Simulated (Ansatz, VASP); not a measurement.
# Two plane-wave programs on TeMo2

File INCAR:

```
SYSTEM = TeMo2
  PREC = Accurate
  ENCUT = 500
  EDIFF = 1E-7
  ISMEAR = 0
  SIGMA = 0.2
  LREAL = .False.
  LASPH = .True.
  NELM = 120
  ALGO = Normal
  ISIF = 3
  LWAVE = .False.
  LCHARG = .False.
  GGA = PE
  IBRION = 2
  NSW = 36
  EDIFFG = -0.08
  GGA_COMPAT = .False.
  NELMIN = 4
```

The input KPOINTS:

```
regular mesh
0
Gamma
  5 5 5
  0 0 0
```

POSCAR

```
TeMo2
1.0
    0.0000000000      3.4813726800      3.4813726800
    3.4813726800      0.0000000000      3.4813726800
    3.4813726800      3.4813726800      0.0000000000
Te Mo
1 2
Direct
    0.7500000000      0.7500000000      0.7500000000
    0.2500000000      0.2500000000      0.2500000000
    0.0000000000      0.0000000000      0.0000000000
```

Input for Ansatz:

```yaml
crystal:
  lattice:
    - [0.0, 3.48137268, 3.48137268]
    - [3.48137268, 0.0, 3.48137268]
    - [3.48137268, 3.48137268, 0.0]
  atoms:
    - { symbol: Te, position: [0.75, 0.75, 0.75] }
    - { symbol: Mo, position: [0.25, 0.25, 0.25] }
    - { symbol: Mo, position: [0.0, 0.0, 0.0] }
basis:
  ecutwfc: 420
kpoints:
  mp_grid: { grid: [5, 5, 5] }
hamiltonian:
  xc: pbe
scf:
  occupations: { method: gaussian, width: 0.2 }
  lower_state_search: "off"
output:
  forces: true
  stress: true
  eigenvalues: true
relax:
  adjacent_minimum: "off"
  f_tol: 0.08
  max_steps: 16
  cell: { stress_tol: 0.8 }
```

Alike in both runs: task relaxation of cell and atoms; functional PBE; k mesh 5 × 5 × 5; occupations gaussian, width 0.2 eV; no spin polarisation.

|  | VASP | Ansatz |
| --- | --- | --- |
| version | VASP 6.6.1 | Ansatz 0.2.0 |
| potentials or method | VASP PAW PBE potentials, release 64 (Te, Mo_sv), cutoff 500 eV | scalar-relativistic, plane waves, PAW |
| valence electrons in the cell | 34 | 44 |

VASP gave:

```
gap on the k mesh at the Fermi level, each at its own relaxed structure (eV) : 0.24
relaxed volume (Å³/atom)                                                     : 20.17
relaxed cell length with the largest relative difference (Å)                 : 4.407
```

Q: Estimate Ansatz's values.

A: gap on the k mesh at the Fermi level, each at its own relaxed structure (eV): 0.24; relaxed volume (Å³/atom): 20.17; relaxed cell length with the largest relative difference (Å): 4.406.

VASP's potentials hold 34 valence electrons a cell and Ansatz's 44, so a difference there can come from the potentials and not from the codes.

Neither program's run includes spin-orbit coupling. Noted on VASP's run: the volume moved by over 15 % at a fixed basis, so the end points are rough.
